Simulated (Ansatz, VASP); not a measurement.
Two plane-wave programs on Ta4C3

```xyz
7
Lattice="4.4026 0.0000 0.0000 0.0000 4.4026 0.0000 0.0000 0.0000 4.4026" Properties=species:S:1:pos:R:3 pbc="T T T"
Ta    0.0000    2.2013    2.2013
Ta    2.2013    0.0000    2.2013
Ta    2.2013    2.2013    0.0000
Ta    0.0000    0.0000    0.0000
C     2.2013    0.0000    0.0000
C     0.0000    2.2013    0.0000
C     0.0000    0.0000    2.2013
```

Alike in both runs: task single point; functional PBEsol; k mesh 10 × 10 × 10; occupations gaussian, width 0.15 eV; no spin polarisation.

|  | VASP | Ansatz |
| --- | --- | --- |
| version | VASP 6.6.1 | Ansatz 0.2.0 |
| potentials or method | VASP PAW PBE potentials, release 64 (Ta_pv, C), cutoff 520 eV | scalar-relativistic, plane waves, PAW |
| valence electrons in the cell | 56 | 64 |

```csv
,VASP,Ansatz,Ansatz less VASP
gap on the k mesh at the Fermi level (eV),none,none,-
pressure (GPa),0.7,0.0,-0.68
```

VASP's potentials were made for PBE, not for PBEsol. A gap of «none» marks a metal or a gap that the smearing closes. The functional is the same, so the differences come from potentials, cutoffs and numerics. VASP's potentials hold 56 valence electrons a cell and Ansatz's 64, so a difference there can come from the potentials and not from the codes.

Neither program's run includes spin-orbit coupling.
